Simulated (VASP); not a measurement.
Wanted: the native input for a VASP 6.6.1 run.

```yaml
Task: single point
Functional: SVWN5
Potentials_or_basis: VASP PAW PBE potentials, release 64 (C_h)
Cutoff: 1300 eV
k_mesh: 13 × 13 × 13
Occupations: fermi-dirac, width 0.05 eV
Spin: no spin polarisation
Dipole_correction: no
Further_INCAR_settings: ALGO = Normal; EDIFF = 1e-06; NBANDS = 11
```

The structure of C lies in POSCAR:

```
C
1.0
    0.0000000000      1.7833700000      1.7833700000
    1.7833700000      0.0000000000      1.7833700000
    1.7833700000      1.7833700000      0.0000000000
C
2
Direct
    0.7500000000      0.7500000000      0.7500000000
    0.5000000000      0.5000000000      0.5000000000
```

The input as run:

INCAR

```
SYSTEM = C
PREC = Accurate
ENCUT = 1300
EDIFF = 1E-6
ISMEAR = -1
SIGMA = 0.05
LREAL = .FALSE.
LASPH = .TRUE.
NELM = 120
ALGO = Normal
ISIF = 2
LWAVE = .FALSE.
LCHARG = .FALSE.
GGA = VW
NBANDS = 11
GGA_COMPAT = .FALSE.
```

KPOINTS

```
regular mesh
0
G
  13 13 13
  0 0 0
```

Potentials or basis: VASP PAW PBE potentials, release 64 (C_h).

The run is started by

```sh
$ cat potpaw_PBE.64/C_h/POTCAR > POTCAR
$ mpirun -np 1 vasp_std > vasp.out
```

Results of the run:

- Pressure: -12.6 GPa
- Band gap on the k mesh: 4.12 eV (least direct gap 5.55 eV)

Caveat: the cell stands under tension; the PAW data sets were made with another functional, which shifts forces and pressure a little; an odd mesh through Γ misses points on the zone boundary, where band edges can lie.

Run time: 18 s on 1 thread of AMD EPYC 9R45 96-Core Processor (Zen 5), on a shared host, peak memory 0.12 GiB.
